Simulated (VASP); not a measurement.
# HgTe (F-43m) in VASP: notebook, part 2 of 2

VASP 6.6.1. Earlier steps stand in the parts before.

### 4 Electric field gradients, PBE (volume scaled by 0.975)

Input file INCAR:

```
PREC = Accurate ; ENCUT = 520
EDIFF = 1E-8 ; ISMEAR = -1
SIGMA = 0.03 ; LREAL = F
LASPH = T ; NELM = 80
ALGO = Normal ; ISIF = 2
LWAVE = F ; LCHARG = F
GGA = PE ; LEFG = T
NBANDS = 16
```

Input file KPOINTS:

```
regular mesh
0
Gamma
  11 11 11
```

Input file POSCAR:

```
HgTe
1.0
    0.0000000000      3.1964104840      3.1964104840
    3.1964104840      0.0000000000      3.1964104840
    3.1964104840      3.1964104840      0.0000000000
Hg Te
1 1
Direct
    0.0000000000      0.0000000000      0.0000000000
    0.7500000000      0.7500000000      0.7500000000
```

Potentials or basis: VASP PAW PBE potentials, release 64 (Hg, Te).

Started as:

```bash
> cat potpaw_PBE.64/Hg/POTCAR potpaw_PBE.64/Te/POTCAR > POTCAR
> mpirun -np 1 vasp_std > vasp.out
```

OUTCAR:

```text
PREC = Accurate
   ENCUT = 520
   EDIFF = 1E-8
   ISMEAR = -1
   LREAL = F
   LASPH = T
   NELM = 80
   ISIF = 2
   GGA = PE

 ion  position               nearest neighbor table
   1  0.000  0.000  0.000-   2 2.77   2 2.77   2 2.77   2 2.77
   2  0.750  0.750  0.750-   1 2.77   1 2.77   1 2.77   1 2.77

  LATTYP: Found a face centered cubic cell.
 ALAT       =     6.3928209680

  Lattice vectors:

 A1 = (   0.0000000000,   3.1964104840,   3.1964104840)
 A2 = (   3.1964104840,   0.0000000000,   3.1964104840)
 A3 = (   3.1964104840,   3.1964104840,   0.0000000000)

[... 667 lines left out ...]
  free  energy   TOTEN  =        -3.5211541382 eV

  energy  without entropy=       -3.5210206594  energy(sigma->0) =       -3.52108740

 Electric field gradients (V/A^2)
---------------------------------------------------------------------
 ion       V_xx      V_yy      V_zz      V_xy      V_xz      V_yz
---------------------------------------------------------------------
   1       0.000     0.000     0.000    -0.001    -0.001    -0.001
   2      -0.000    -0.000    -0.000    -0.000    -0.000    -0.000
---------------------------------------------------------------------

 Electric field gradients after diagonalization (V/A^2)
 (convention: |V_zz| > |V_xx| > |V_yy|)
----------------------------------------------------------------------
 ion       V_xx      V_yy      V_zz     asymmetry (V_yy - V_xx)/ V_zz
----------------------------------------------------------------------
   1       0.001     0.001    -0.001       0.000
   2       0.000     0.000    -0.000       0.000
----------------------------------------------------------------------

           NMR quadrupolar parameters

 Cq : quadrupolar parameter    Cq=e*Q*V_zz/h
 eta: asymmetry parameters     (V_yy - V_xx)/ V_zz
 Q  : nuclear electric quadrupole moment in mb (millibarn)
----------------------------------------------------------------------
 ion       Cq(MHz)       eta       Q (mb)
----------------------------------------------------------------------
   1      -0.000       0.000       1.000
   2      -0.000       0.000       1.000
----------------------------------------------------------------------
```

OSZICAR:

```text
N       E                     dE             d eps       ncg     rms          rms(c)
DAV:   1     0.107006809924E+03    0.10701E+03   -0.80747E+03  1792   0.977E+02
DAV:   2    -0.140188134858E+00   -0.10715E+03   -0.10080E+03  2080   0.230E+02
DAV:   3    -0.370607475929E+01   -0.35659E+01   -0.35584E+01  2224   0.435E+01
DAV:   4    -0.373897133457E+01   -0.32897E-01   -0.32895E-01  2672   0.381E+00
DAV:   5    -0.373905348169E+01   -0.82147E-04   -0.82147E-04  2328   0.175E-01    0.827E+00
DAV:   6    -0.353049140910E+01    0.20856E+00   -0.40505E-01  2088   0.879E+00    0.646E+00
DAV:   7    -0.352205854606E+01    0.84329E-02   -0.10621E-01  2024   0.227E+00    0.225E+00
DAV:   8    -0.352110123445E+01    0.95731E-03   -0.12008E-02  2048   0.128E+00    0.578E-01
DAV:   9    -0.352111240251E+01   -0.11168E-04   -0.75160E-04  2344   0.320E-01    0.144E-01
DAV:  10    -0.352114115491E+01   -0.28752E-04   -0.86450E-05  2240   0.819E-02    0.512E-02
DAV:  11    -0.352115690679E+01   -0.15752E-04   -0.39990E-05  2112   0.511E-02    0.459E-02
DAV:  12    -0.352115444229E+01    0.24645E-05   -0.49210E-06  2016   0.218E-02    0.219E-02
DAV:  13    -0.352115417110E+01    0.27119E-06   -0.89523E-07  2232   0.490E-03    0.602E-03
DAV:  14    -0.352115405318E+01    0.11792E-06   -0.32911E-07  2064   0.569E-03    0.512E-03
DAV:  15    -0.352115407902E+01   -0.25848E-07   -0.41646E-08  2224   0.165E-03    0.279E-03
DAV:  16    -0.352115416196E+01   -0.82939E-07   -0.96673E-09  1728   0.680E-04    0.338E-04
DAV:  17    -0.352115413991E+01    0.22058E-07   -0.13902E-09  1056   0.244E-04    0.149E-04
DAV:  18    -0.352115413819E+01    0.17192E-08   -0.13385E-10  1000   0.974E-05
   1 F= -.35211541E+01 E0= -.35210874E+01  d E =-.133479E-03
```

stdout:

```text
POSCAR found type information on POSCAR HgTe
 POSCAR found :  2 types and       2 ions
 scaLAPACK will be used
 LDA part: xc-table for (Slater+PW92), standard interpolation
 POSCAR, INCAR and KPOINTS ok, starting setup
 FFT: planning ... GRIDC
 FFT: planning ... GRID_SOFT
 FFT: planning ... GRID
 WAVECAR not read
 entering main loop
ion   1

ion   2
```

Run time: 58 s. Hardware: 1 thread of Intel Xeon Platinum 8375C at 2.90GHz (Ice Lake), shared host; peak memory 0.24 GiB.

Results:

```yaml
Free_energy: -3.5212 eV
Pressure: 5.6 GPa
Band_gap_on_the_k_mesh: zero (filled and empty bands touch)
```

Levels at points of the mesh, in eV from the Fermi level:
```
           k point  band 7  band 8  band 9  band 10  band 11  band 12
(0.00, 0.00, 0.00)   -0.67   -0.03   -0.03    -0.03     4.14     4.14
```

Caveat: the cell differs from its parent crystal (volume scaled by 0.975); without QUAD_EFG the Cq values of the log hold for a quadrupole moment of 1 mb, not for the nuclei; spin-orbit coupling is left out, which moves the levels of the heavy elements.

### 5 Electric field gradients, PBE

This run uses another cell than the first one, of 33.50 Å³/atom, 1.053 times its volume.

Input file INCAR:

```
ALGO = Normal
EDIFF = 1E-8
ENCUT = 520
GGA = PE
ISIF = 2
ISMEAR = -1
LASPH = T
LCHARG = F
LEFG = T
LREAL = F
LWAVE = F
NBANDS = 16
NELM = 100
PREC = Accurate
SIGMA = 0.03
```

Input file KPOINTS:

```
k-points
0
Gamma
  11 11 11
```

Input file POSCAR:

```
HgTe
1.0
    0.0000000000      3.2235000000      3.2235000000
    3.2235000000      0.0000000000      3.2235000000
    3.2235000000      3.2235000000      0.0000000000
Hg Te
1 1
Direct
    0.0000000000      0.0000000000      0.0000000000
    0.7500000000      0.7500000000      0.7500000000
```

Potentials or basis: VASP PAW PBE potentials, release 64 (Hg, Te).

Started as:

```bash
> cat potpaw_PBE.64/Hg/POTCAR potpaw_PBE.64/Te/POTCAR > POTCAR
> mpirun -np 1 vasp_std > vasp.out
```

OUTCAR:

```text
EDIFF = 1E-8
   ENCUT = 520
   GGA = PE
   ISIF = 2
   ISMEAR = -1
   LASPH = T
   LREAL = F
   NELM = 100
   PREC = Accurate

 ion  position               nearest neighbor table
   1  0.000  0.000  0.000-   2 2.79   2 2.79   2 2.79   2 2.79
   2  0.750  0.750  0.750-   1 2.79   1 2.79   1 2.79   1 2.79

  LATTYP: Found a face centered cubic cell.
 ALAT       =     6.4470000000

  Lattice vectors:

 A1 = (   0.0000000000,   3.2235000000,   3.2235000000)
 A2 = (   3.2235000000,   0.0000000000,   3.2235000000)
 A3 = (   3.2235000000,   3.2235000000,   0.0000000000)

Analysis of symmetry for initial positions (statically):
=====================================================================
 Subroutine PRICEL returns:
 Original cell was already a primitive cell.

 Routine SETGRP: Setting up the symmetry group for a
 face centered cubic supercell.

 Subroutine GETGRP returns: Found 24 space group operations
 (whereof 24 operations were pure point group operations)
 out of a pool of 48 trial point group operations.

The static configuration has the point symmetry T_d .

Analysis of symmetry for dynamics (positions and initial velocities):
=====================================================================
 Subroutine PRICEL returns:
 Original cell was already a primitive cell.

 Routine SETGRP: Setting up the symmetry group for a
 face centered cubic supercell.

 Subroutine GETGRP returns: Found 24 space group operations
 (whereof 24 operations were pure point group operations)
 out of a pool of 48 trial point group operations.

The dynamic configuration has the point symmetry T_d .

[... 149 lines left out ...]
 cond. band min:       3.6789660086   @ k =   0.0909   0.0000   0.0000
 fundamental gap:      0.4973415069
 Fermi energy:         3.2144864815

 k-point     1 :       0.0000    0.0000    0.0000
  band No.  band energies     occupation
      1      -8.8630      2.00000
      2      -4.2195      2.00000
      3      -4.2195      2.00000
      4      -4.2195      2.00000
      5      -3.6799      2.00000
      6      -3.6799      2.00000
[... 433 lines left out ...]
      3      -4.1054      2.00000
      4      -4.0063      2.00000
      5      -3.7028      2.00000
      6      -3.6525      2.00000
[... 8 lines left out ...]
     15      12.3537      0.00000
     16      12.6230      0.00000

 [... further k-points ...]
[... 5 lines left out ...]
  --------------------------------------------------------------------------------------
  -------------------------------------------------------------------------------------
  Total        1.7329506      1.7329506      1.7329506      0.0000000      0.0000000     -0.0000000
  in kB       41.4461079     41.4461079     41.4461079      0.0000000      0.0000000     -0.0000000
  external PRESSURE =      41.4461079 kB  Pullay stress =       0.0000000 kB

 VOLUME and BASIS-vectors are now :
 -----------------------------------------------------------------------------
  energy-cutoff  :      520.00
  volume of cell :       66.99
      direct lattice vectors                 reciprocal lattice vectors
     0.000000000  3.223500000  3.223500000    -0.155110904  0.155110904  0.155110904
     3.223500000  0.000000000  3.223500000     0.155110904 -0.155110904  0.155110904
     3.223500000  3.223500000  0.000000000     0.155110904  0.155110904 -0.155110904

 POSITION                                       TOTAL-FORCE (eV/Angst)
 -----------------------------------------------------------------------------------
      0.00000      0.00000      0.00000        -0.000000     -0.000000     -0.000000
      4.83525      4.83525      4.83525         0.000000      0.000000      0.000000
 -----------------------------------------------------------------------------------
    total drift:                                0.000000      0.000000      0.000000

  FREE ENERGIE OF THE ION-ELECTRON SYSTEM (eV)
  ---------------------------------------------------
  free  energy   TOTEN  =        -3.5723428262 eV

  energy  without entropy=       -3.5722036686  energy(sigma->0) =       -3.57227325

 Electric field gradients (V/A^2)
---------------------------------------------------------------------
 ion       V_xx      V_yy      V_zz      V_xy      V_xz      V_yz
---------------------------------------------------------------------
   1      -0.000     0.000     0.000    -0.000    -0.000    -0.000
   2       0.000    -0.000    -0.000    -0.000    -0.000    -0.000
---------------------------------------------------------------------

 Electric field gradients after diagonalization (V/A^2)
 (convention: |V_zz| > |V_xx| > |V_yy|)
----------------------------------------------------------------------
 ion       V_xx      V_yy      V_zz     asymmetry (V_yy - V_xx)/ V_zz
----------------------------------------------------------------------
   1       0.000     0.000    -0.001       0.000
   2       0.000     0.000    -0.000       0.000
----------------------------------------------------------------------

           NMR quadrupolar parameters

 Cq : quadrupolar parameter    Cq=e*Q*V_zz/h
 eta: asymmetry parameters     (V_yy - V_xx)/ V_zz
 Q  : nuclear electric quadrupole moment in mb (millibarn)
----------------------------------------------------------------------
 ion       Cq(MHz)       eta       Q (mb)
----------------------------------------------------------------------
   1      -0.000       0.000       1.000
   2      -0.000       0.000       1.000
----------------------------------------------------------------------
```

OSZICAR:

```text
N       E                     dE             d eps       ncg     rms          rms(c)
DAV:   1     0.106750484151E+03    0.10675E+03   -0.80605E+03  1792   0.973E+02
DAV:   2    -0.818945003391E-01   -0.10683E+03   -0.99702E+02  2112   0.231E+02
DAV:   3    -0.375267688109E+01   -0.36708E+01   -0.36621E+01  2248   0.440E+01
DAV:   4    -0.378566968698E+01   -0.32993E-01   -0.32991E-01  2664   0.381E+00
DAV:   5    -0.378576125572E+01   -0.91569E-04   -0.91569E-04  2360   0.183E-01    0.781E+00
DAV:   6    -0.358084040791E+01    0.20492E+00   -0.40045E-01  2072   0.861E+00    0.616E+00
DAV:   7    -0.357310935603E+01    0.77311E-02   -0.10127E-01  2032   0.219E+00    0.221E+00
DAV:   8    -0.357228661488E+01    0.82274E-03   -0.11067E-02  2040   0.121E+00    0.553E-01
DAV:   9    -0.357230069618E+01   -0.14081E-04   -0.73237E-04  2336   0.314E-01    0.132E-01
DAV:  10    -0.357232978364E+01   -0.29087E-04   -0.86180E-05  2208   0.815E-02    0.504E-02
DAV:  11    -0.357234527584E+01   -0.15492E-04   -0.37344E-05  2152   0.476E-02    0.412E-02
DAV:  12    -0.357234306629E+01    0.22095E-05   -0.45045E-06  2072   0.194E-02    0.204E-02
DAV:  13    -0.357234288876E+01    0.17753E-06   -0.68975E-07  2160   0.414E-03    0.724E-03
DAV:  14    -0.357234275681E+01    0.13194E-06   -0.33168E-07  2008   0.560E-03    0.447E-03
DAV:  15    -0.357234276930E+01   -0.12484E-07   -0.40984E-08  2376   0.150E-03    0.273E-03
DAV:  16    -0.357234283105E+01   -0.61756E-07   -0.49037E-09  1592   0.505E-04    0.587E-04
DAV:  17    -0.357234282621E+01    0.48428E-08   -0.17652E-09  1392   0.251E-04
   1 F= -.35723428E+01 E0= -.35722732E+01  d E =-.139158E-03
```

stdout:

```text
POSCAR found type information on POSCAR HgTe
 POSCAR found :  2 types and       2 ions
 scaLAPACK will be used
 LDA part: xc-table for (Slater+PW92), standard interpolation
 POSCAR, INCAR and KPOINTS ok, starting setup
 FFT: planning ... GRIDC
 FFT: planning ... GRID_SOFT
 FFT: planning ... GRID
 WAVECAR not read
 entering main loop
ion   1

ion   2
```

Wall time 55 s (1 thread of Intel Xeon Platinum 8375C at 2.90GHz (Ice Lake), shared host); peak memory 0.24 GiB.

What came out:

| Property | Result |
| --- | --- |
| Free energy | -3.5723 eV |
| Pressure | 4.1 GPa |
| Band gap on the k mesh | zero (filled and empty bands touch) |

Levels at points of the mesh, in eV from the Fermi level:
| k point | band 6 | band 7 | band 8 | band 9 | band 10 | band 11 | band 12 | band 13 |
| --- | --- | --- | --- | --- | --- | --- | --- | --- |
| (0.00, 0.00, 0.00) | -6.89 | -0.74 | -0.03 | -0.03 | -0.03 | 4.18 | 4.18 | 4.18 |

Caveat: without QUAD_EFG the Cq values of the log hold for a quadrupole moment of 1 mb, not for the nuclei; spin-orbit coupling is left out, which moves the levels of the heavy elements.

### 6 The runs side by side

| cell | gap on the mesh (eV) | pressure (GPa) |
| --- | --- | --- |
| a = 4.481 Å, angles 60.0°, 2 atoms | none | 7.3 |
| a = 4.520 Å, angles 60.0°, 2 atoms | none | 5.6 |
| a = 4.559 Å, angles 60.0°, 2 atoms | none | 4.1 |

Alike in all rows: task electric field gradients; level PBE; potentials or basis VASP PAW PBE potentials, release 64 (Hg, Te); no spin polarisation; k mesh 11 × 11 × 11; cutoff (eV) 520; smearing fermi-dirac 0.03 eV.

Caveats: spin-orbit coupling is left out, which moves the levels of the heavy elements.

Total energies depend on the potentials used, so only differences within one code and one set of settings carry meaning.
